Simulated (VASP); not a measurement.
# Te (P3_121) in VASP: settings compared, part 2 of 2

VASP 6.6.1.

## 3. Single point, PBEsol (33.25 Å³/atom)

This run uses another cell than the first one, of 33.25 Å³/atom.

The input, INCAR:

```
PREC     = Accurate       # precision mode
ENCUT    = 520            # plane-wave cutoff, eV
EDIFF    = 1E-7           # SCF threshold, eV
ISMEAR   = -1             # smearing method
SIGMA    = 0.05           # smearing width, eV
LREAL    = False          # projectors in reciprocal space
LASPH    = True           # aspherical terms in the spheres
NELM     = 100            # most SCF steps
ALGO     = Normal         # electronic algorithm
ISIF     = 2              # what is computed and relaxed
LWAVE    = False          # write WAVECAR
LCHARG   = True           # write CHGCAR
GGA      = PS             # functional
LELF     = True           # ELF
LVHAR    = True         
NBANDS   = 16             # bands
```

The input, KPOINTS:

```
regular mesh
0
Gamma
  7 7 5
```

The input, POSCAR:

```
Te
1.0
    4.4241064818      0.0000000000      0.0000000000
   -2.2120532409      3.8313886024      0.0000000000
    0.0000000000      0.0000000000      5.8842404128
Te
3
Direct
    0.7310000000      0.7310000000      0.0000000000
    0.0000000000      0.2690000000      0.6666666667
    0.2690000000      0.0000000000      0.3333333333
```

Potentials or basis: VASP PAW PBE potentials, release 64 (Te).

Run with:

```sh
$ cat potpaw_PBE.64/Te/POTCAR > POTCAR
$ mpirun -np 1 vasp_std > vasp.out
```

OUTCAR:

```text
PREC = Accurate
   ENCUT = 520
   EDIFF = 1E-7
   ISMEAR = -1
   LREAL = False
   LASPH = True
   NELM = 100
   ISIF = 2
   GGA = PS

 ion  position               nearest neighbor table
   1  0.731  0.731  0.000-   3 2.85   2 2.85   3 3.45   2 3.45   2 3.45   3 3.45
   2  0.000  0.269  0.667-   1 2.85   3 2.85   1 3.45   1 3.45   3 3.45   3 3.45
   3  0.269  0.000  0.333-   1 2.85   2 2.85   1 3.45   1 3.45   2 3.45   2 3.45

  LATTYP: Found a hexagonal cell.
 ALAT       =     4.4241064818
 C/A-ratio  =     1.3300404131

  Lattice vectors:

 A1 = (   4.4241064818,   0.0000000000,   0.0000000000)
 A2 = (  -2.2120532409,   3.8313886024,   0.0000000000)
 A3 = (   0.0000000000,   0.0000000000,   5.8842404128)

Analysis of symmetry for initial positions (statically):
=====================================================================
 Subroutine PRICEL returns:
 Original cell was already a primitive cell.

 Routine SETGRP: Setting up the symmetry group for a
 hexagonal supercell.

 Subroutine GETGRP returns: Found  6 space group operations
 (whereof  2 operations were pure point group operations)
 out of a pool of 24 trial point group operations.

The static configuration has the point symmetry C_2 .
 The point group associated with its full space group is D_3 .

Analysis of symmetry for dynamics (positions and initial velocities):
=====================================================================
 Subroutine PRICEL returns:
 Original cell was already a primitive cell.

 Routine SETGRP: Setting up the symmetry group for a
 hexagonal supercell.

 Subroutine GETGRP returns: Found  6 space group operations
 (whereof  2 operations were pure point group operations)
 out of a pool of 24 trial point group operations.

The dynamic configuration has the point symmetry C_2 .
 The point group associated with its full space group is D_3 .

 Subroutine INISYM returns: Found  6 space group operations
 (whereof  2 operations are pure point group operations),
 and found     1 'primitive' translations

----------------------------------------------------------------------------------------

                                     Primitive cell

  volume of cell :      99.7406

  direct lattice vectors                    reciprocal lattice vectors
     4.424106482  0.000000000  0.000000000     0.226034343  0.130500989  0.000000000
    -2.212053241  3.831388602  0.000000000     0.000000000  0.261001977  0.000000000
     0.000000000  0.000000000  5.884240413     0.000000000  0.000000000  0.169945470

  length of vectors
     4.424106482  4.424106482  5.884240413     0.261001977  0.261001977  0.169945470

  position of ions in fractional coordinates (direct lattice)
     0.731000000  0.731000000  0.000000000
     0.000000000  0.269000000  0.666666667
     0.269000000  0.000000000  0.333333333

  ion indices of the primitive-cell ions
   primitive index   ion index
                 1           1
                 2           2
                 3           3

----------------------------------------------------------------------------------------

 KPOINTS: regular mesh

Automatic generation of k-mesh.
 Grid dimensions read from file:
 generate k-points for:    7    7    5

 Generating k-lattice:

  Cartesian coordinates                     Fractional coordinates (reciprocal lattice)
     0.032290620  0.018642998  0.000000000     0.142857143  0.000000000  0.000000000
     0.000000000  0.037285997  0.000000000     0.000000000  0.142857143  0.000000000
     0.000000000  0.000000000  0.033989094     0.000000000  0.000000000  0.200000000

  Length of vectors
     0.037285997  0.037285997  0.033989094

  Shift w.r.t. Gamma in fractional coordinates (k-lattice)
     0.000000000  0.000000000  0.000000000

 Subroutine IBZKPT returns following result:
 ===========================================

 Found     32 irreducible k-points:

 Following reciprocal coordinates:
            Coordinates               Weight
  0.000000  0.000000  0.000000      1.000000
  0.142857  0.000000  0.000000      6.000000
  0.285714  0.000000  0.000000      6.000000
  0.428571  0.000000  0.000000      6.000000
  0.142857  0.142857  0.000000      6.000000
  0.285714  0.142857  0.000000     12.000000
[... 16 lines left out ...]
  0.000000  0.142857  0.400000      6.000000
  0.285714  0.000000  0.400000      6.000000
 [... further k-points ...]
   k-points           NKPTS =     32   k-points in BZ     NKDIM =     32   number of bands    NBANDS=     16
   number of dos      NEDOS =    301   number of ions     NIONS =      3
   total plane-waves  NPLWV =  62208
   dimension x,y,z NGX =    36 NGY =   36 NGZ =   48
   dimension x,y,z NGXF=    72 NGYF=   72 NGZF=   96
   ions per type =               3
   NGX,Y,Z   is equivalent  to a cutoff of  13.53, 13.53, 13.56 a.u.
   NGXF,Y,Z  is equivalent  to a cutoff of  27.06, 27.06, 27.12 a.u.
 SYSTEM =  unknown system
   PREC   = accura    normal or accurate (medium, high low for compatibility)
   ISTART =      0    job   : 0-new  1-cont  2-samecut
   ICHARG =      2    charge: 1-file 2-atom 10-const
   ISPIN  =      1    spin polarized calculation?
   LNONCOLLINEAR =      F non collinear calculations
   LSORBIT =      F    spin-orbit coupling
   LASPH  =      T    aspherical Exc in radial PAW
   ENCUT  =  520.0 eV  38.22 Ry    6.18 a.u.   8.23  8.23 10.94*2*pi/ulx,y,z
   NELM   =    100;   NELMIN=  2; NELMDL= -5     # of ELM steps
   EDIFF  = 0.1E-06   stopping-criterion for ELM
   LREAL  =      F    real-space projection
   EDIFFG = 0.1E-05   stopping-criterion for IOM
   NSW    =      0    number of steps for IOM
   IBRION =     -1    ionic relax: 0-MD 1-quasi-New 2-CG
   NFREE  =      0    steps in history (QN), initial steepest desc. (CG)
   ISIF   =      2    stress and relaxation
   ISYM   =      2    0-nonsym 1-usesym 2-fastsym
   POTIM  = 0.5000    time-step for ionic-motion
   TEBEG  =    0.0;   TEEND  =   0.0 temperature during run
   PSTRESS=    0.0 pullay stress
   NELECT =      18.0000    total number of electrons
   NUPDOWN=      -1.0000    fix difference up-down
   EMIN   =  10.00;   EMAX   =-10.00  energy-range for DOS
   EFERMI =   0.00;   METHOD = LEGACY
   ISMEAR =    -1;   SIGMA  =   0.05  broadening in eV -4-tet -1-fermi 0-gaus
   EFERMI_NEDOS =   21; number of points for ismear=-14 and -15
   IALGO  =     38    algorithm
   IMIX   =      4    mixing-type and parameters
     AMIX     =   0.40;   BMIX     =  1.00
     AMIX_MAG =   1.60;   BMIX_MAG =  1.00
  volume/ion in A,a.u.               =      33.25       224.36
  Fermi-wavevector in a.u.,A,eV,Ry     =   0.925142  1.748264 11.645053  0.855887
  Thomas-Fermi vector in A             =   2.050964
   LORBIT       =      0    0 simple, 1 ext, 2 COOP (PROOUT), +10 PAW based schemes
   GGA     = PS    functional components
   LHFCALC =     F    Hartree Fock is set to
   AEXX    =    0.0000 exact exchange contribution
   IVDW    =     0    specifies the selected vdW correction
   LEPSILON=     F    determine dielectric tensor
   LRPA    =     F    only Hartree local field effects (RPA)
 non-spin polarized calculation
  energy-cutoff  :      520.00
  volume of cell :       99.74
 maximum number of plane-waves:      2703
 NGX is ok and might be reduce to    36
   NGX = 17   NGY = 17   NGZ = 21

 number of electron      17.9999999 magnetization

 Free energy of the ion-electron system (eV)
  ---------------------------------------------------
  ext. energy  EPLUGINS =         0.00000000
  ---------------------------------------------------
  free energy    TOTEN  =       -10.55106491 eV

  energy without entropy =      -10.55094456  energy(sigma->0) =      -10.55100473

 E-fermi :   6.2491     XC(G=0):  -9.3145

 val. band max:        5.9234168386   @ k =   0.2857   0.2857   0.4000
 cond. band min:       6.5043208762   @ k =   0.0000   0.0000   0.4000
 fundamental gap:      0.5809040375
 Fermi energy:         6.2490731454

 k-point     1 :       0.0000    0.0000    0.0000
  band No.  band energies     occupation
      1      -7.7160      2.00000
      2      -4.3106      2.00000
      3      -4.3106      2.00000
      4       2.9365      2.00000
      5       3.2925      2.00000
      6       3.2925      2.00000
[... 433 lines left out ...]
      3      -3.2605      2.00000
      4       1.4111      2.00000
      5       2.5052      2.00000
      6       2.7211      2.00000
[... 8 lines left out ...]
     15      11.9709      0.00000
     16      12.6358      0.00000

 [... further k-points ...]

------------------------ aborting loop because EDIFF is reached ----------------------------------------

  FORCE on cell =-STRESS in cart. coord.  units (eV):
  Direction    XX          YY          ZZ          XY          YZ          ZX
  --------------------------------------------------------------------------------------
  -------------------------------------------------------------------------------------
  Total       -0.0689296     -0.0689296      0.4053384      0.0000000      0.0000000      0.0000000
  in kB       -1.1072456     -1.1072456      6.5111265      0.0000000      0.0000000      0.0000000
  external PRESSURE =       1.4322118 kB  Pullay stress =       0.0000000 kB

 VOLUME and BASIS-vectors are now :
 -----------------------------------------------------------------------------
  energy-cutoff  :      520.00
  volume of cell :       99.74
      direct lattice vectors                 reciprocal lattice vectors
     4.424106482  0.000000000  0.000000000     0.226034343  0.130500989  0.000000000
    -2.212053241  3.831388602  0.000000000     0.000000000  0.261001977  0.000000000
     0.000000000  0.000000000  5.884240413     0.000000000  0.000000000  0.169945470

 POSITION                                       TOTAL-FORCE (eV/Angst)
 -----------------------------------------------------------------------------------
      1.61701      2.80075      0.00000        -0.118066     -0.204497      0.000000
     -0.59504      1.03064      3.92283        -0.118066      0.204497     -0.000000
      1.19008      0.00000      1.96141         0.236133      0.000000      0.000000
 -----------------------------------------------------------------------------------
    total drift:                                0.000000     -0.000000      0.000000

  FREE ENERGIE OF THE ION-ELECTRON SYSTEM (eV)
  ---------------------------------------------------
  free  energy   TOTEN  =       -10.5510649116 eV

  energy  without entropy=      -10.5509445553  energy(sigma->0) =      -10.55100473
```

It took 31 s on 1 thread of Intel Xeon Platinum 8488C (Sapphire Rapids), shared host; peak memory 0.24 GiB.

Results:

- Free energy: -10.5511 eV
- Pressure: 0.1 GPa
- Largest force: 0.236 eV/Å
- Band gap on the k mesh: 0.58 eV (least direct gap 0.77 eV)

Forces on the atoms (eV/Å):
```
Te  -0.118 -0.204  0.000
Te  -0.118  0.204  0.000
Te   0.236  0.000  0.000
```

Levels at points of the mesh, in eV from the valence-band top:
| k point | band 7 | band 8 | band 9 | band 10 | band 11 | band 12 |
| --- | --- | --- | --- | --- | --- | --- |
| (0.00, 0.00, 0.00) | -1.58 | -1.58 | -0.72 | 1.17 | 1.17 | 1.76 |

Caveat: the PAW data sets were made with another functional, which shifts forces and pressure a little; spin-orbit coupling is left out, which moves the levels of the heavy elements; an odd mesh through Γ misses points on the zone boundary, where band edges can lie.

## 4. Single point, PBEsol (34.60 Å³/atom)

This run uses another cell than the first one, of 34.60 Å³/atom.

The input, INCAR:

```
PREC     = Accurate       # precision mode
ENCUT    = 520            # plane-wave cutoff, eV
EDIFF    = 1E-6           # SCF threshold, eV
ISMEAR   = -1             # smearing method
SIGMA    = 0.05           # smearing width, eV
LREAL    = F              # projectors in reciprocal space
LASPH    = T              # aspherical terms in the spheres
NELM     = 100            # most SCF steps
ALGO     = Normal         # electronic algorithm
ISIF     = 2              # what is computed and relaxed
LWAVE    = F              # write WAVECAR
LCHARG   = F              # write CHGCAR
GGA      = PS             # functional
NBANDS   = 16             # bands
```

KPOINTS is that of step 3.

The input, POSCAR:

```
Te
1.0
    4.4834975484      0.0000000000      0.0000000000
   -2.2417487742      3.8828227747      0.0000000000
    0.0000000000      0.0000000000      5.9632329314
Te
3
Direct
    0.7310000000      0.7310000000      0.0000000000
    0.0000000000      0.2690000000      0.6666666667
    0.2690000000      0.0000000000      0.3333333333
```

Run with:

```sh
$ cat potpaw_PBE.64/Te/POTCAR > POTCAR
$ mpirun -np 1 vasp_std > vasp.out
```

It took 24 s on 1 thread of Intel Xeon Platinum 8488C (Sapphire Rapids), shared host; peak memory 0.24 GiB.

The run converged. Its results:

```
Free energy            : -10.5294 eV
Pressure               : -1.8 GPa
Largest force          : 0.023 eV/Å
Band gap on the k mesh : 0.59 eV (least direct gap 0.75 eV)
```

Forces in eV/Å, atoms in the order of the input:
```
Te  -0.011 -0.020  0.000
Te  -0.011  0.020  0.000
Te   0.023  0.000  0.000
```

Stress tensor (GPa, compression positive):
```
-1.73  0.00  0.00
 0.00 -1.73  0.00
 0.00  0.00 -1.86
```

Levels at points of the mesh, in eV from the valence-band top:
| k point | band 5 | band 6 | band 7 | band 8 | band 9 | band 10 | band 11 | band 12 | band 13 | band 14 |
| --- | --- | --- | --- | --- | --- | --- | --- | --- | --- | --- |
| (0.00, 0.00, 0.00) | -2.56 | -2.56 | -1.47 | -1.47 | -0.65 | 1.14 | 1.14 | 1.73 | 5.09 | 5.09 |

Caveat: the PAW data sets were made with another functional, which shifts forces and pressure a little; spin-orbit coupling is left out, which moves the levels of the heavy elements; an odd mesh through Γ misses points on the zone boundary, where band edges can lie.

## 5. The runs side by side

```tsv
task	level	cell	k mesh	gap on the mesh (eV)	pressure (GPa)	largest force (eV/Å)
relaxation of the atoms	PBE	atoms relaxed from a = 4.632, b = 4.632, c = 5.924 Å, angles 90.0, 90.0, 120.0°, 3 atoms	6 × 6 × 4	0.36	-0.5	-
single point	PBEsol	a = 4.424, b = 4.424, c = 5.884 Å, angles 90.0, 90.0, 120.0°, 3 atoms	7 × 7 × 5	0.58	0.1	0.24
single point	PBEsol	a = 4.483, b = 4.483, c = 5.963 Å, angles 90.0, 90.0, 120.0°, 3 atoms	7 × 7 × 5	0.59	-1.8	0.02
```

Alike in all rows: potentials or basis VASP PAW PBE potentials, release 64 (Te); no spin polarisation; cutoff (eV) 520; smearing fermi-dirac 0.05 eV.

Caveats: spin-orbit coupling is left out, which moves the levels of the heavy elements; the PAW data sets were made with another functional, which shifts forces and pressure a little (at least some runs); an odd mesh through Γ misses points on the zone boundary, where band edges can lie (at least some runs).

Absolute energies hang on the potentials; compare differences alone.
